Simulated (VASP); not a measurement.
# MgO (Fm-3m) in VASP: further runs

The runs below take MgO through single point, with r2SCAN.

All numbers are computed with VASP 6.6.1; they aren't measurements. Logs are shortened: lines on timing, memory, paths and dates and some standing lists are left out, and cuts for length are marked.

### 1 The cell of the first run

The structure is cubic, space group Fm-3m (No. 225). Conventional cell: a = 4.246 Å, b = 4.246 Å, c = 4.246 Å, α = 90.00°, β = 90.00°, γ = 90.00°. Within 2.8 Å of Mg (site symmetry m-3m) lie 6 O at 2.12 Å. Within 2.8 Å of O (site symmetry m-3m) lie 6 Mg at 2.12 Å.

### 2 Single point, r2SCAN (9.57 Å³/atom)

POSCAR

```
MgO
1.0
    0.0000000000      2.1229832880      2.1229832880
    2.1229832880      0.0000000000      2.1229832880
    2.1229832880      2.1229832880      0.0000000000
Mg O
1 1
Direct
    0.0000000000      0.0000000000      0.0000000000
    0.5000000000      0.5000000000      0.5000000000
```

INCAR.step1

```
PREC     = Accurate       # precision mode
ENCUT    = 920            # plane-wave cutoff, eV
ISMEAR   = 0              # smearing method
SIGMA    = 0.02           # smearing width, eV
LREAL    = False          # projectors in reciprocal space
LASPH    = True           # aspherical terms in the spheres
NELM     = 120            # most SCF steps
NBANDS   = 15             # bands
GGA      = PE             # functional
ALGO     = Normal         # electronic algorithm
EDIFF    = 1E-5           # SCF threshold, eV
LWAVE    = True           # write WAVECAR
LCHARG   = False          # write CHGCAR
GGA_COMPAT= False
```

INCAR.step2

```
PREC     = Accurate       # precision mode
ENCUT    = 920            # plane-wave cutoff, eV
EDIFF    = 1E-6           # SCF threshold, eV
ISMEAR   = 0              # smearing method
SIGMA    = 0.02           # smearing width, eV
LREAL    = False          # projectors in reciprocal space
LASPH    = True           # aspherical terms in the spheres
NELM     = 120            # most SCF steps
ALGO     = Normal         # electronic algorithm
ISIF     = 2              # what is computed and relaxed
LWAVE    = False          # write WAVECAR
LCHARG   = True           # write CHGCAR
METAGGA  = R2SCAN         # meta-GGA
LMIXTAU  = True         
LELF     = True           # ELF
LVHAR    = True         
NBANDS   = 15             # bands
ISTART   = 1            
GGA_COMPAT= False
```

KPOINTS

```
Automatic mesh
0
Gamma
  10 10 10
```

Potentials or basis: VASP PAW PBE potentials, release 64 (Mg_sv, O).

Run with:

```sh
$ cat potpaw_PBE.64/Mg_sv/POTCAR potpaw_PBE.64/O/POTCAR > POTCAR
$ cp INCAR.step1 INCAR
$ mpirun -np 1 vasp_std > vasp.out
$ cp INCAR.step2 INCAR
$ mpirun -np 1 vasp_std > vasp.out
```

OUTCAR:

```text
PREC = Accurate
   ENCUT = 920
   EDIFF = 1E-6
   ISMEAR = 0
   LREAL = False
   LASPH = True
   NELM = 120
   ISIF = 2
   METAGGA = R2SCAN
   ISTART = 1

 ion  position               nearest neighbor table
   1  0.000  0.000  0.000-   2 2.12   2 2.12   2 2.12   2 2.12   2 2.12   2 2.12
   2  0.500  0.500  0.500-   1 2.12   1 2.12   1 2.12   1 2.12   1 2.12   1 2.12

  LATTYP: Found a face centered cubic cell.
 ALAT       =     4.2459665760

  Lattice vectors:

 A1 = (   0.0000000000,   2.1229832880,   2.1229832880)
 A2 = (   2.1229832880,   0.0000000000,   2.1229832880)
 A3 = (   2.1229832880,   2.1229832880,   0.0000000000)

Analysis of symmetry for initial positions (statically):
=====================================================================
 Subroutine PRICEL returns:
 Original cell was already a primitive cell.

 Routine SETGRP: Setting up the symmetry group for a
 face centered cubic supercell.

 Subroutine GETGRP returns: Found 48 space group operations
 (whereof 48 operations were pure point group operations)
 out of a pool of 48 trial point group operations.

The static configuration has the point symmetry O_h .

Analysis of symmetry for dynamics (positions and initial velocities):
=====================================================================
 Subroutine PRICEL returns:
 Original cell was already a primitive cell.

 Routine SETGRP: Setting up the symmetry group for a
 face centered cubic supercell.

 Subroutine GETGRP returns: Found 48 space group operations
 (whereof 48 operations were pure point group operations)
 out of a pool of 48 trial point group operations.

The dynamic configuration has the point symmetry O_h .

 Subroutine INISYM returns: Found 48 space group operations
 (whereof 48 operations are pure point group operations),
 and found     1 'primitive' translations

----------------------------------------------------------------------------------------

                                     Primitive cell

  volume of cell :      19.1368

  direct lattice vectors                    reciprocal lattice vectors
     0.000000000  2.122983288  2.122983288    -0.235517634  0.235517634  0.235517634
     2.122983288  0.000000000  2.122983288     0.235517634 -0.235517634  0.235517634
     2.122983288  2.122983288  0.000000000     0.235517634  0.235517634 -0.235517634

  length of vectors
     3.002351759  3.002351759  3.002351759     0.407928507  0.407928507  0.407928507

  position of ions in fractional coordinates (direct lattice)
     0.000000000  0.000000000  0.000000000
     0.500000000  0.500000000  0.500000000

[... 83 lines left out ...]
   ISYM   =      2    0-nonsym 1-usesym 2-fastsym
   POTIM  = 0.5000    time-step for ionic-motion
   TEBEG  =    0.0;   TEEND  =   0.0 temperature during run
   PSTRESS=    0.0 pullay stress
   NELECT =      16.0000    total number of electrons
   NUPDOWN=      -1.0000    fix difference up-down
   EMIN   =  10.00;   EMAX   =-10.00  energy-range for DOS
   EFERMI =   0.00;   METHOD = LEGACY
   ISMEAR =     0;   SIGMA  =   0.02  broadening in eV -4-tet -1-fermi 0-gaus
   EFERMI_NEDOS =   21; number of points for ismear=-14 and -15
   IALGO  =     38    algorithm
   IMIX   =      4    mixing-type and parameters
     AMIX     =   0.40;   BMIX     =  1.00
     AMIX_MAG =   1.60;   BMIX_MAG =  1.00
  volume/ion in A,a.u.               =       9.57        64.57
  Fermi-wavevector in a.u.,A,eV,Ry     =   1.542262  2.914453 32.362452  2.378573
  Thomas-Fermi vector in A             =   2.648092
   LORBIT       =      0    0 simple, 1 ext, 2 COOP (PROOUT), +10 PAW based schemes
   METAGGA = R2SCAN    functional components
   LHFCALC =     F    Hartree Fock is set to
   AEXX    =    0.0000 exact exchange contribution
   IVDW    =     0    specifies the selected vdW correction
   LEPSILON=     F    determine dielectric tensor
   LRPA    =     F    only Hartree local field effects (RPA)
 non-spin polarized calculation
 Gauss-broadening in eV      SIGMA  =   0.02
  energy-cutoff  :      920.00
  volume of cell :       19.14
 maximum number of plane-waves:      1243
 NGX is ok and might be reduce to    30
   NGX = 15   NGY = 15   NGZ = 15

 number of electron      15.9999994 magnetization

 Free energy of the ion-electron system (eV)
  ---------------------------------------------------
  ext. energy  EPLUGINS =         0.00000000
  ---------------------------------------------------
  free energy    TOTEN  =       -16.14902473 eV

  energy without entropy =      -16.14902473  energy(sigma->0) =      -16.14902473

 E-fermi :   2.6072     XC(G=0): -11.9086

 val. band max:        2.3394463622   @ k =   0.0000   0.0000   0.0000
 cond. band min:       7.7459204853   @ k =   0.0000   0.0000   0.0000
 fundamental gap:      5.4064741231
 Fermi energy:         2.6072061262

 k-point     1 :       0.0000    0.0000    0.0000
  band No.  band energies     occupation
      1     -72.7237      2.00000
      2     -37.8119      2.00000
      3     -37.8119      2.00000
      4     -37.8119      2.00000
      5     -15.7279      2.00000
      6       2.3394      2.00000
      7       2.3394      2.00000
      8       2.3394      2.00000
      9       7.7459      0.00000
     10      19.0585      0.00000
     11      19.0585      0.00000
     12      19.0585      0.00000
     13      23.0940      0.00000
     14      24.9040      0.00000
[... 401 lines left out ...]
      2     -37.8652      2.00000
      3     -37.8333      2.00000
      4     -37.8312      2.00000
      5     -14.5737      2.00000
      6      -1.1421      2.00000
      7       1.0628      2.00000
      8       1.2695      2.00000
      9      12.7315      0.00000
     10      13.4028      0.00000
     11      16.9226      0.00000
     12      21.5639      0.00000
     13      21.7756      0.00000
     14      28.3809      0.00000
     15      30.3993      0.00000

 [... further k-points ...]
[... 5 lines left out ...]
  --------------------------------------------------------------------------------------
  -------------------------------------------------------------------------------------
  Total       -0.4901653     -0.4901653     -0.4901653      0.0000000      0.0000000      0.0000000
  in kB      -41.0377351    -41.0377351    -41.0377351      0.0000000      0.0000000      0.0000000
  external PRESSURE =     -41.0377351 kB  Pullay stress =       0.0000000 kB

 VOLUME and BASIS-vectors are now :
 -----------------------------------------------------------------------------
  energy-cutoff  :      920.00
  volume of cell :       19.14
      direct lattice vectors                 reciprocal lattice vectors
     0.000000000  2.122983288  2.122983288    -0.235517634  0.235517634  0.235517634
     2.122983288  0.000000000  2.122983288     0.235517634 -0.235517634  0.235517634
     2.122983288  2.122983288  0.000000000     0.235517634  0.235517634 -0.235517634

 POSITION                                       TOTAL-FORCE (eV/Angst)
 -----------------------------------------------------------------------------------
      0.00000      0.00000      0.00000        -0.000000      0.000000     -0.000000
      2.12298      2.12298      2.12298         0.000000     -0.000000      0.000000
 -----------------------------------------------------------------------------------
    total drift:                                0.000000      0.000000      0.000000

  FREE ENERGIE OF THE ION-ELECTRON SYSTEM (eV)
  ---------------------------------------------------
  free  energy   TOTEN  =       -16.1490247296 eV

  energy  without entropy=      -16.1490247296  energy(sigma->0) =      -16.14902473
```

OSZICAR.step1:

```text
N       E                     dE             d eps       ncg     rms          rms(c)
DAV:   1     0.168582901595E+03    0.16858E+03   -0.14077E+04  1410   0.188E+03
DAV:   2    -0.757217202577E+01   -0.17616E+03   -0.16663E+03  1655   0.455E+02
DAV:   3    -0.133883928203E+02   -0.58162E+01   -0.57896E+01  1869   0.799E+01
DAV:   4    -0.134812883405E+02   -0.92896E-01   -0.92885E-01  1606   0.101E+01
DAV:   5    -0.134830479098E+02   -0.17596E-02   -0.17596E-02  1817   0.116E+00    0.862E+00
DAV:   6    -0.119065474370E+02    0.15765E+01   -0.26161E+00  1515   0.148E+01    0.286E+00
DAV:   7    -0.118942362200E+02    0.12311E-01   -0.14576E-01  1676   0.347E+00    0.174E+00
DAV:   8    -0.118842180609E+02    0.10018E-01   -0.40756E-02  1711   0.230E+00    0.360E-01
DAV:   9    -0.118828153903E+02    0.14027E-02   -0.41621E-03  1606   0.592E-01    0.102E-01
DAV:  10    -0.118830188009E+02   -0.20341E-03   -0.30551E-04  1655   0.193E-01    0.486E-02
DAV:  11    -0.118830089771E+02    0.98238E-05   -0.27513E-05  1774   0.531E-02
   1 F= -.11883009E+02 E0= -.11883009E+02  d E =-.659756E-37
```

Wall time 73 s (1 thread of Intel Xeon Platinum 8488C (Sapphire Rapids), shared host); peak memory 0.18 GiB.

Results:

| Quantity | Value |
| --- | --- |
| Free energy | -16.1490 eV |
| Pressure | -4.1 GPa |
| Band gap on the k mesh | 5.41 eV |

Caveat: the cell stands under tension; the PAW data sets were made with another functional, which shifts forces and pressure a little.

### 3 Single point, r2SCAN (9.85 Å³/atom)

This run uses another cell than the first one, of 9.85 Å³/atom.

POSCAR

```
MgO
1.0
    0.0000000000      2.1433978412      2.1433978412
    2.1433978412      0.0000000000      2.1433978412
    2.1433978412      2.1433978412      0.0000000000
Mg O
1 1
Direct
    0.0000000000      0.0000000000      0.0000000000
    0.5000000000      0.5000000000      0.5000000000
```

INCAR.step1

```
PREC = Accurate ; ENCUT = 920
ISMEAR = 0 ; SIGMA = 0.02
LREAL = F ; LASPH = T
NELM = 120 ; NBANDS = 15
GGA = PE ; ALGO = Normal
EDIFF = 1E-5 ; LWAVE = T
LCHARG = F ; GGA_COMPAT = F
```

INCAR.step2

```
PREC = Accurate ; ENCUT = 920
EDIFF = 1E-6 ; ISMEAR = 0
SIGMA = 0.02 ; LREAL = F
LASPH = T ; NELM = 120
ALGO = Normal ; ISIF = 2
LWAVE = F ; LCHARG = F
METAGGA = R2SCAN ; LMIXTAU = T
NBANDS = 15 ; ISTART = 1
GGA_COMPAT = F
```

KPOINTS

```
regular mesh
0
Gamma
  10 10 10
```

Potentials or basis: VASP PAW PBE potentials, release 64 (Mg_sv, O).

Run with:

```sh
$ cat potpaw_PBE.64/Mg_sv/POTCAR potpaw_PBE.64/O/POTCAR > POTCAR
$ cp INCAR.step1 INCAR
$ mpirun -np 1 vasp_std > vasp.out
$ cp INCAR.step2 INCAR
$ mpirun -np 1 vasp_std > vasp.out
```

It took 2.7 min on 1 thread of Intel Xeon Platinum 8259CL at 2.50GHz (Skylake/Cascade Lake), shared host; peak memory 0.18 GiB.

The run converged. Its results:

```yaml
Free_energy: -16.1285 eV
Pressure: -8.0 GPa
Band_gap_on_the_k_mesh: 5.13 eV
```

Levels at points of the mesh, in eV from the valence-band top:
| k point | band 6 | band 7 | band 8 | band 9 | band 10 | band 11 |
| --- | --- | --- | --- | --- | --- | --- |
| (0.00, 0.00, 0.00) | 0.00 | 0.00 | 0.00 | 5.13 | 16.55 | 16.55 |
| (0.50, 0.00, 0.00) | -4.37 | -0.62 | -0.62 | 8.48 | 13.22 | 16.96 |
| (0.50, 0.50, 0.00) | -3.86 | -1.29 | -1.29 | 9.96 | 10.58 | 13.73 |

Caveat: the cell stands under tension; the PAW data sets were made with another functional, which shifts forces and pressure a little. r2SCAN opens gaps a little over a GGA but as a rule still falls short of measured ones.
